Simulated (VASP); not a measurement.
SiB5C: single point with PBE

The system is SiB5C.

```
Si B C
1.0
     4.17414   -3.00044    0.00955
     4.17414    3.00044    0.00955
    -2.22968    0.00000    4.64750
Si B C
2 10 2
Cartesian
  1.9989 0.0000 2.7451
  4.1197 0.0000 1.9215
  -0.7734 0.9228 4.5702
  -0.7734 -0.9228 4.5702
  -1.3839 0.0000 3.1362
  1.9021 1.6255 3.7907
  1.9021 -1.6255 3.7907
  6.8920 0.9228 0.0964
  6.8920 -0.9228 0.0964
  7.5025 0.0000 1.5304
  4.2166 1.6255 0.8759
  4.2166 -1.6255 0.8759
  0.8888 0.0000 1.2478
  5.2298 0.0000 3.4188
```

```json
{
  "Program": "VASP 6.6.1",
  "Task": "single point",
  "Functional": "PBE",
  "Potentials or basis": "VASP PAW PBE potentials, release 64 (Si, B, C)",
  "Cutoff": "600 eV",
  "k mesh": "6 × 6 × 6",
  "Occupations": "gaussian, width 0.02 eV",
  "Spin": "no spin polarisation"
}
```

```json
{
 "Pressure": "13.6 GPa",
 "Largest force": "0.032 eV/Å",
 "Band gap on the k mesh": "2.43 eV (least direct gap 2.59 eV)"
}
```

Forces in eV/Å, atoms in the order of the input:
```
Si  -0.004  0.000 -0.010
Si   0.004  0.000  0.010
B    0.013  0.004 -0.003
B    0.013 -0.004 -0.003
B    0.009  0.000 -0.008
B   -0.001 -0.019 -0.011
B   -0.001  0.019 -0.011
B   -0.013  0.004  0.003
B   -0.013 -0.004  0.003
B   -0.009  0.000  0.008
B    0.001 -0.019  0.011
B    0.001  0.019  0.011
C    0.018  0.000  0.026
C   -0.018  0.000 -0.026
```

Levels at points of the mesh, in eV from the valence-band top:
```
           k point  band 21  band 22  band 23  band 24  band 25  band 26
(0.00, 0.00, 0.00)    -1.03    -0.36    -0.07     3.46     4.24     4.34
(0.50, 0.00, 0.00)    -1.15    -0.95    -0.34     2.69     2.99     3.79
(0.50, 0.50, 0.00)    -1.40    -0.36    -0.20     2.67     3.98     4.12
(0.00, 0.00, 0.50)    -1.60    -0.39    -0.16     2.43     3.74     3.93
(0.50, 0.00, 0.50)    -0.99    -0.66    -0.37     2.51     3.83     4.74
(0.50, 0.50, 0.50)    -0.78    -0.59    -0.07     2.97     3.04     3.61
```

Wall time 12 min on 1 thread of Intel Xeon 8259CL (shared host), peak memory 0.44 GiB.

Caveat: the cell stands under pressure. A k mesh can miss the band edges.
